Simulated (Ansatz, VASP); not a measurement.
# SnTe: VASP beside Ansatz

File INCAR:

```
PREC     = Accurate       # precision mode
ENCUT    = 520            # plane-wave cutoff, eV
EDIFF    = 1E-6           # SCF threshold, eV
ISMEAR   = 0              # smearing method
SIGMA    = 0.03           # smearing width, eV
LREAL    = False          # projectors in reciprocal space
LASPH    = True           # aspherical terms in the spheres
NELM     = 100            # most SCF steps
ALGO     = Normal         # electronic algorithm
ISIF     = 2              # what is computed and relaxed
LWAVE    = False          # write WAVECAR
LCHARG   = False          # write CHGCAR
GGA      = PE             # functional
NBANDS   = 17             # bands
```

KPOINTS

```
regular mesh
0
Gamma
  10 10 10
```

POSCAR

```
SnTe
1.0
    0.0000000000      3.1565000000      3.1565000000
    3.1565000000      0.0000000000      3.1565000000
    3.1565000000      3.1565000000      0.0000000000
Sn Te
1 1
Direct
    0.0000000000      0.0000000000      0.0000000000
    0.5000000000      0.5000000000      0.5028002011
```

Input for Ansatz:

```yaml
crystal:
  lattice:
    - [0.0, 3.1565, 3.1565]
    - [3.1565, 0.0, 3.1565]
    - [3.1565, 3.1565, 0.0]
  atoms:
    - { symbol: Sn, position: [0.0, 0.0, 0.0] }
    - { symbol: Te, position: [0.5, 0.5, 0.5028002011] }
basis:
  ecutwfc: 420
kpoints:
  mp_grid: { grid: [10, 10, 10] }
hamiltonian:
  xc: pbe
scf:
  occupations: { method: gaussian, width: 0.03 }
output:
  forces: true
  stress: true
  eigenvalues: true
```

Change from the starting cell: all Te atoms moved +0.013 Å, as atom 2 along Cartesian [1 1 0].

Alike in both runs: task single point; functional PBE; k mesh 10 × 10 × 10; occupations gaussian, width 0.03 eV; no spin polarisation.

```csv
,VASP,Ansatz
version,VASP 6.6.1,Ansatz 0.2.0
potentials or method,"VASP PAW PBE potentials, release 64 (Sn_d, Te), cutoff 520 eV","scalar-relativistic, plane waves, PAW"
valence electrons in the cell,20,30
```

|  | VASP | Ansatz | Ansatz less VASP |
| --- | --- | --- | --- |
| gap on the k mesh at the Fermi level (eV) | 0.08 | 0.08 | 0.000 |
| least direct gap on the mesh (eV) | 0.08 | 0.08 | 0.000 |
| pressure (GPa) | 1.9 | 2.0 | +0.07 |

VASP's potentials hold 20 valence electrons a cell and Ansatz's 30, so a difference there can come from the potentials and not from the codes.

Spin-orbit coupling is off throughout.
